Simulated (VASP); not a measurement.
# Ti: single point with LDA

The system is Ti.

```xyz
3
Lattice="4.7195 0.0000 0.0000 -2.3598 4.0872 0.0000 0.0000 0.0000 2.8933" Properties=species:S:1:pos:R:3 pbc="T T T"
Ti    0.0000    0.0000    0.0000
Ti    0.0000    2.7248    1.4466
Ti    2.3598    1.3624    1.4466
```

* Program: VASP 6.6.1
* Task: single point
* Functional: LDA
* Potentials or basis: VASP PAW LDA potentials, release 64 (Ti_sv)
* Cutoff: 520 eV
* k mesh: 7 × 7 × 10
* Occupations: fermi-dirac, width 0.1 eV
* Spin: no spin polarisation
* Dipole correction: no
* Further INCAR settings: ALGO = Normal; EDIFF = 1e-07; NBANDS = 25

| Property | Result |
| --- | --- |
| Pressure | -15.2 GPa |
| Band gap on the k mesh | zero (band 18 reaches 7.39 eV, above the bottom of band 19 at 7.16 eV) |

Stress tensor (GPa, compression positive):
```
-15.63   0.00   0.00
  0.00 -15.63   0.00
  0.00   0.00 -14.23
```

Levels at points of the mesh, in eV from the Fermi level:
```csv
k point,band 15,band 16,band 17,band 18,band 19,band 20,band 21,band 22
"(0.00, 0.00, 0.00)",-0.64,-0.64,-0.53,-0.53,-0.09,0.58,1.18,1.18
"(0.00, 0.00, 0.50)",-1.80,-1.59,-1.39,-1.39,0.97,0.97,1.13,1.13
```

Wall time 110 s on 1 thread of Intel Xeon 6975P-C (shared host), peak memory 0.18 GiB.
